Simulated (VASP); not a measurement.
A run of VASP 6.6.1:

The input INCAR:

```
SYSTEM = Sc
  PREC = Accurate
  ENCUT = 500
  EDIFF = 1E-6
  ISMEAR = -1
  SIGMA = 0.01
  LREAL = .FALSE.
  LASPH = .TRUE.
  NELM = 120
  ALGO = Normal
  ISIF = 2
  LWAVE = .FALSE.
  LCHARG = .FALSE.
  GGA = PS
  NBANDS = 18
  GGA_COMPAT = .FALSE.
```

File KPOINTS:

```
regular mesh
0
G
  5 5 3
  0 0 0
```

File POSCAR:

```
Sc
1.0
    3.3090000000      0.0000000000      0.0000000000
   -1.6545000000      2.8656780611      0.0000000000
    0.0000000000      0.0000000000      5.2733000000
Sc
2
Direct
    0.3333333333      0.6666666667      0.2500000000
    0.6666666667      0.3333333333      0.7500000000
```

Potentials or basis: VASP PAW PBE potentials, release 64 (Sc_sv).

Command:

```console
$ cat potpaw_PBE.64/Sc_sv/POTCAR > POTCAR
$ mpirun -np 1 vasp_std > vasp.out
```

Hardware: 1 thread of Intel(R) Xeon(R) 6975P-C (Granite Rapids), with other jobs on the host.

Task: How long does it take, and how much memory?

Result: It took 5.4 s on 1 thread of Intel(R) Xeon(R) 6975P-C (Granite Rapids), on a shared host, peak memory 0.15 GiB. Counts: scf iterations 16, k points 10.
